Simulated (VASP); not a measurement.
# ScSi2 (P6/mmm) in VASP: further runs

ScSi2 is run at these levels: PBEsol; tasks: electric field gradients.

Program: VASP 6.6.1. These are calculated values, not measurements. Logs are shortened: lines on timing, memory, paths and dates and some standing lists are left out, and cuts for length are marked.

**1. The cell of the first run**

It takes space group P6/mmm (No. 191, hexagonal). The conventional cell has a = 3.732 Å, b = 3.732 Å, c = 3.946 Å, α = 90.00°, β = 90.00°, γ = 120.00°. Sc (site symmetry 6/mmm) has 12 Si at 2.92 Å and 8 Sc at 3.73 to 3.95 Å within 4.0 Å. Within 3.0 Å of Si (site symmetry -6m2) lie 3 Si at 2.15 Å and 6 Sc at 2.92 Å.

**2. Electric field gradients, PBEsol (15.86 Å³/atom)**

INCAR

```
SYSTEM = ScSi2
PREC = Accurate ; ENCUT = 520
EDIFF = 1E-8 ; ISMEAR = -1
SIGMA = 0.05 ; LREAL = .FALSE.
LASPH = .TRUE. ; NELM = 100
ALGO = Normal ; ISIF = 2
LWAVE = .FALSE. ; LCHARG = .FALSE.
GGA = PS ; LEFG = .TRUE.
NBANDS = 16
```

KPOINTS

```
regular mesh
0
G
  13 13 11
  0 0 0
```

POSCAR

```
ScSi2
1.0
    3.7317816154      0.0000000000      0.0000000000
   -1.8658908077      3.2318176803      0.0000000000
    0.0000000000      0.0000000000      3.9459016228
Sc Si
1 2
Direct
    0.0000000000      0.0000000000      0.0000000000
    0.3333333333      0.6666666667      0.5000000000
    0.6666666667      0.3333333333      0.5000000000
```

Potentials or basis: VASP PAW PBE potentials, release 64 (Sc_sv, Si).

Run with:

```
$ cat potpaw_PBE.64/Sc_sv/POTCAR potpaw_PBE.64/Si/POTCAR > POTCAR
$ mpirun -np 1 vasp_std > vasp.out
```

OUTCAR:

```text
SYSTEM = ScSi2
   PREC = Accurate
   ENCUT = 520
   EDIFF = 1E-8
   ISMEAR = -1
   LREAL = .FALSE.
   LASPH = .TRUE.
   NELM = 100
   ISIF = 2
   GGA = PS

 ion  position               nearest neighbor table
   1  0.000  0.000  0.000-   2 2.92   3 2.92   2 2.92   3 2.92   2 2.92   2 2.92   3 2.92   3 2.92
                             3 2.92   3 2.92   2 2.92   2 2.92
   2  0.333  0.667  0.500-   3 2.15   3 2.15   3 2.15   1 2.92   1 2.92   1 2.92   1 2.92   1 2.92
                             1 2.92
   3  0.667  0.333  0.500-   2 2.15   2 2.15   2 2.15   1 2.92   1 2.92   1 2.92   1 2.92   1 2.92
                             1 2.92

  LATTYP: Found a hexagonal cell.
 ALAT       =     3.7317816154
 C/A-ratio  =     1.0573774217

  Lattice vectors:

 A1 = (   3.7317816154,   0.0000000000,   0.0000000000)
 A2 = (  -1.8658908077,   3.2318176803,   0.0000000000)
 A3 = (   0.0000000000,   0.0000000000,   3.9459016228)

Analysis of symmetry for initial positions (statically):
=====================================================================
 Subroutine PRICEL returns:
 Original cell was already a primitive cell.

 Routine SETGRP: Setting up the symmetry group for a
 hexagonal supercell.

 Subroutine GETGRP returns: Found 24 space group operations
 (whereof 24 operations were pure point group operations)
 out of a pool of 24 trial point group operations.

The static configuration has the point symmetry D_6h.

Analysis of symmetry for dynamics (positions and initial velocities):
=====================================================================
 Subroutine PRICEL returns:
 Original cell was already a primitive cell.

 Routine SETGRP: Setting up the symmetry group for a
 hexagonal supercell.

 Subroutine GETGRP returns: Found 24 space group operations
 (whereof 24 operations were pure point group operations)
 out of a pool of 24 trial point group operations.

The dynamic configuration has the point symmetry D_6h.

 Subroutine INISYM returns: Found 24 space group operations
 (whereof 24 operations are pure point group operations),
 and found     1 'primitive' translations

----------------------------------------------------------------------------------------

                                     Primitive cell

  volume of cell :      47.5893

  direct lattice vectors                    reciprocal lattice vectors
     3.731781615  0.000000000  0.000000000     0.267968521  0.154711698  0.000000000
    -1.865890808  3.231817680  0.000000000     0.000000000  0.309423395  0.000000000
     0.000000000  0.000000000  3.945901623     0.000000000  0.000000000  0.253427504

  length of vectors
     3.731781615  3.731781615  3.945901623     0.309423395  0.309423395  0.253427504

  position of ions in fractional coordinates (direct lattice)
     0.000000000  0.000000000  0.000000000
     0.333333333  0.666666667  0.500000000
     0.666666667  0.333333333  0.500000000

  ion indices of the primitive-cell ions
   primitive index   ion index
                 1           1
                 2           2
                 3           3

----------------------------------------------------------------------------------------

 KPOINTS: regular mesh

Automatic generation of k-mesh.
 Grid dimensions read from file:
 generate k-points for:   13   13   11

 Generating k-lattice:

  Cartesian coordinates                     Fractional coordinates (reciprocal lattice)
     0.020612963  0.011900900  0.000000000     0.076923077  0.000000000  0.000000000
     0.000000000  0.023801800  0.000000000     0.000000000  0.076923077  0.000000000
     0.000000000  0.000000000  0.023038864     0.000000000  0.000000000  0.090909091

  Length of vectors
     0.023801800  0.023801800  0.023038864

  Shift w.r.t. Gamma in fractional coordinates (k-lattice)
     0.000000000  0.000000000  0.000000000

 Subroutine IBZKPT returns following result:
 ===========================================

 Found    126 irreducible k-points:

 Following reciprocal coordinates:
            Coordinates               Weight
  0.000000  0.000000  0.000000      1.000000
  0.076923  0.000000  0.000000      6.000000
  0.153846 -0.000000  0.000000      6.000000
  0.230769  0.000000  0.000000      6.000000
  0.307692 -0.000000  0.000000      6.000000
  0.384615 -0.000000  0.000000      6.000000
[... 16 lines left out ...]
  0.076923  0.000000  0.090909     12.000000
  0.153846 -0.000000  0.090909     12.000000
 [... further k-points ...]
   k-points           NKPTS =    126   k-points in BZ     NKDIM =    126   number of bands    NBANDS=     16
   number of dos      NEDOS =    301   number of ions     NIONS =      3
   total plane-waves  NPLWV =  23520
   dimension x,y,z NGX =    28 NGY =   28 NGZ =   30
   dimension x,y,z NGXF=    56 NGYF=   56 NGZF=   60
   ions per type =               1   2
   NGX,Y,Z   is equivalent  to a cutoff of  12.47, 12.47, 12.64 a.u.
   NGXF,Y,Z  is equivalent  to a cutoff of  24.95, 24.95, 25.28 a.u.
 SYSTEM =  ScSi2
   PREC   = accura    normal or accurate (medium, high low for compatibility)
   ISTART =      0    job   : 0-new  1-cont  2-samecut
   ICHARG =      2    charge: 1-file 2-atom 10-const
   ISPIN  =      1    spin polarized calculation?
   LNONCOLLINEAR =      F non collinear calculations
   LSORBIT =      F    spin-orbit coupling
   LASPH  =      T    aspherical Exc in radial PAW
   ENCUT  =  520.0 eV  38.22 Ry    6.18 a.u.   6.94  6.94  7.34*2*pi/ulx,y,z
   NELM   =    100;   NELMIN=  2; NELMDL= -5     # of ELM steps
   EDIFF  = 0.1E-07   stopping-criterion for ELM
   LREAL  =      F    real-space projection
   EDIFFG = 0.1E-06   stopping-criterion for IOM
   NSW    =      0    number of steps for IOM
   IBRION =     -1    ionic relax: 0-MD 1-quasi-New 2-CG
   NFREE  =      0    steps in history (QN), initial steepest desc. (CG)
   ISIF   =      2    stress and relaxation
   ISYM   =      2    0-nonsym 1-usesym 2-fastsym
   POTIM  = 0.5000    time-step for ionic-motion
   TEBEG  =    0.0;   TEEND  =   0.0 temperature during run
   PSTRESS=    0.0 pullay stress
   NELECT =      19.0000    total number of electrons
   NUPDOWN=      -1.0000    fix difference up-down
   EMIN   =  10.00;   EMAX   =-10.00  energy-range for DOS
   EFERMI =   0.00;   METHOD = LEGACY
   ISMEAR =    -1;   SIGMA  =   0.05  broadening in eV -4-tet -1-fermi 0-gaus
   EFERMI_NEDOS =   21; number of points for ismear=-14 and -15
   IALGO  =     38    algorithm
   IMIX   =      4    mixing-type and parameters
     AMIX     =   0.40;   BMIX     =  1.00
     AMIX_MAG =   1.60;   BMIX_MAG =  1.00
  volume/ion in A,a.u.               =      15.86       107.05
  Fermi-wavevector in a.u.,A,eV,Ry     =   1.205470  2.278007 19.771400  1.453157
  Thomas-Fermi vector in A             =   2.341165
   LORBIT       =      0    0 simple, 1 ext, 2 COOP (PROOUT), +10 PAW based schemes
   GGA     = PS    functional components
   LHFCALC =     F    Hartree Fock is set to
   AEXX    =    0.0000 exact exchange contribution
   IVDW    =     0    specifies the selected vdW correction
   LEPSILON=     F    determine dielectric tensor
   LRPA    =     F    only Hartree local field effects (RPA)
 non-spin polarized calculation
  energy-cutoff  :      520.00
  volume of cell :       47.59
 maximum number of plane-waves:      1297
 NGX is ok and might be reduce to    28
   NGX = 13   NGY = 13   NGZ = 15

 number of electron      18.9999997 magnetization

 Free energy of the ion-electron system (eV)
  ---------------------------------------------------
  ext. energy  EPLUGINS =         0.00000000
  ---------------------------------------------------
  free energy    TOTEN  =       -18.97009325 eV

  energy without entropy =      -18.95510913  energy(sigma->0) =      -18.96260119

 E-fermi :   8.5150     XC(G=0): -11.0840

 val. band max:        8.5032635002   @ k =   0.3077   0.1538   0.1818
 cond. band min:       8.5191243695   @ k =   0.3846   0.1538   0.1818
 fundamental gap:      0.0158608693
 Fermi energy:         8.5150274237

 k-point     1 :       0.0000    0.0000    0.0000
  band No.  band energies     occupation
      1     -41.0078      2.00000
      2     -19.7718      2.00000
      3     -19.7286      2.00000
      4     -19.7286      2.00000
      5      -4.9430      2.00000
      6       5.0619      2.00000
[... 8 lines left out ...]
     15      10.9968      0.00000
     16      10.9968      0.00000
[... 419 lines left out ...]
 k-point    24 :       0.1538   -0.0000    0.0909
  band No.  band energies     occupation
      1     -41.0059      2.00000
      2     -19.7727      2.00000
      3     -19.7504      2.00000
      4     -19.7334      2.00000
      5      -4.5660      2.00000
      6       3.6778      2.00000
[... 8 lines left out ...]
     15      11.1845      0.00000
     16      11.7038      0.00000

 [... further k-points ...]
[... 5 lines left out ...]
  --------------------------------------------------------------------------------------
  -------------------------------------------------------------------------------------
  Total        6.4423325      6.4423325     -2.1246043      0.0000000     -0.0000000      0.0000000
  in kB      216.8924292    216.8924292    -71.5285323      0.0000000     -0.0000000      0.0000000
  external PRESSURE =     120.7521087 kB  Pullay stress =       0.0000000 kB

 VOLUME and BASIS-vectors are now :
 -----------------------------------------------------------------------------
  energy-cutoff  :      520.00
  volume of cell :       47.59
      direct lattice vectors                 reciprocal lattice vectors
     3.731781615  0.000000000  0.000000000     0.267968521  0.154711698  0.000000000
    -1.865890808  3.231817680  0.000000000     0.000000000  0.309423395  0.000000000
     0.000000000  0.000000000  3.945901623     0.000000000  0.000000000  0.253427504

 POSITION                                       TOTAL-FORCE (eV/Angst)
 -----------------------------------------------------------------------------------
      0.00000      0.00000      0.00000        -0.000000      0.000000      0.000000
     -0.00000      2.15455      1.97295        -0.000000      0.000000      0.000000
      1.86589      1.07727      1.97295         0.000000     -0.000000      0.000000
 -----------------------------------------------------------------------------------
    total drift:                               -0.000000      0.000000      0.000000

  FREE ENERGIE OF THE ION-ELECTRON SYSTEM (eV)
  ---------------------------------------------------
  free  energy   TOTEN  =       -18.9700932538 eV

  energy  without entropy=      -18.9551091253  energy(sigma->0) =      -18.96260119

 Electric field gradients (V/A^2)
---------------------------------------------------------------------
 ion       V_xx      V_yy      V_zz      V_xy      V_xz      V_yz
---------------------------------------------------------------------
   1       3.142     3.141    -6.283    -0.001     0.000    -0.000
   2      -6.406    -6.405    12.811     0.000     0.000     0.000
   3      -6.406    -6.405    12.811     0.000     0.000     0.000
---------------------------------------------------------------------

 Electric field gradients after diagonalization (V/A^2)
 (convention: |V_zz| > |V_xx| > |V_yy|)
----------------------------------------------------------------------
 ion       V_xx      V_yy      V_zz     asymmetry (V_yy - V_xx)/ V_zz
----------------------------------------------------------------------
   1       3.143     3.140    -6.283       0.000
   2      -6.406    -6.405    12.811       0.000
   3      -6.406    -6.405    12.811       0.000
----------------------------------------------------------------------

           NMR quadrupolar parameters

 Cq : quadrupolar parameter    Cq=e*Q*V_zz/h
 eta: asymmetry parameters     (V_yy - V_xx)/ V_zz
 Q  : nuclear electric quadrupole moment in mb (millibarn)
----------------------------------------------------------------------
 ion       Cq(MHz)       eta       Q (mb)
----------------------------------------------------------------------
   1      -0.015       0.000       1.000
   2       0.031       0.000       1.000
   3       0.031       0.000       1.000
----------------------------------------------------------------------
```

It took 79 s on 1 thread of AMD EPYC 7R13 (Zen 3), shared host; peak memory 0.2 GiB.

Results:

* Free energy: -18.9701 eV
* Pressure: 12.1 GPa
* Band gap on the k mesh: zero (an odd number of electrons rules out a gap without spin polarisation)
* Largest electric field gradient by atom: Sc -6.3; Si +12.8 V/Å²

Electric field gradients, principal values (V/Å²):
| atom | least | middle | greatest (by size) |
| --- | --- | --- | --- |
| 1 Sc | 3.140 | 3.143 | -6.283 |
| 2 Si | -6.405 | -6.406 | 12.811 |
| 3 Si | -6.405 | -6.406 | 12.811 |

Caveat: the cell stands under pressure; without QUAD_EFG the Cq values of the log hold for a quadrupole moment of 1 mb, not for the nuclei; the PAW data sets were made with another functional, which shifts forces and pressure a little.

(Continued in part 2 of 3.)
